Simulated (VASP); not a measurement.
Set up this calculation in VASP 6.6.1, as the native input.

* Task: single point
* Functional: PBE
* Potentials or basis: VASP PAW PBE potentials, release 64 (C, Sn_d)
* Cutoff: 520 eV
* k mesh: 8 × 8 × 6
* Occupations: fermi-dirac, width 0.02 eV
* Spin: no spin polarisation
* Dipole correction: no
* Further INCAR settings: ALGO = Normal; EDIFF = 1e-07; NBANDS = 21

The structure of SnC3 lies in POSCAR:

```
SnC3
1.0
    2.9788882431      0.0000000000      0.0000000000
    0.0000000000      2.9788882431      0.0000000000
    0.0000000000      0.0000000000      4.7647124606
C Sn
3 1
Direct
    0.5000000000      0.0000000000      0.8207560653
    0.5000000000      0.5000000000      0.0000000000
    0.0000000000      0.5000000000      0.1792439347
    0.0000000000      0.0000000000      0.5000000000
```

This cell differs from its parent crystal: uniaxial z strain +2.6%.

The input as run:

INCAR

```
SYSTEM = SnC3
PREC     = Accurate       ! precision mode
ENCUT    = 520            ! plane-wave cutoff, eV
EDIFF    = 1E-7           ! SCF threshold, eV
ISMEAR   = -1             ! smearing method
SIGMA    = 0.02           ! smearing width, eV
LREAL    = .FALSE.        ! projectors in reciprocal space
LASPH    = .TRUE.         ! aspherical terms in the spheres
NELM     = 100            ! most SCF steps
ALGO     = Normal         ! electronic algorithm
ISIF     = 2              ! what is computed and relaxed
LWAVE    = .FALSE.        ! write WAVECAR
LCHARG   = .TRUE.         ! write CHGCAR
GGA      = PE             ! functional
LELF     = .TRUE.         ! ELF
LVHAR    = .TRUE.       
NBANDS   = 21             ! bands
```

KPOINTS

```
Automatic mesh
0
G
  8 8 6
  0 0 0
```

Potentials or basis: VASP PAW PBE potentials, release 64 (C, Sn_d).

Run with:

```bash
$ cat potpaw_PBE.64/C/POTCAR potpaw_PBE.64/Sn_d/POTCAR > POTCAR
$ mpirun -np 1 vasp_std > vasp.out
```

Results of the run:

```json
{"Pressure": "-3.3 GPa", "Largest force": "0.330 eV/Å", "Band gap on the k mesh": "0.01 eV, indirect (least direct gap 0.47 eV)"}
```

Caveat: the cell differs from its parent crystal (uniaxial z strain +2.6%); spin-orbit coupling is left out, which moves the levels of the heavy elements.

Run time: 86 s on 1 thread of AMD EPYC 7571 (shared host), peak memory 0.15 GiB.
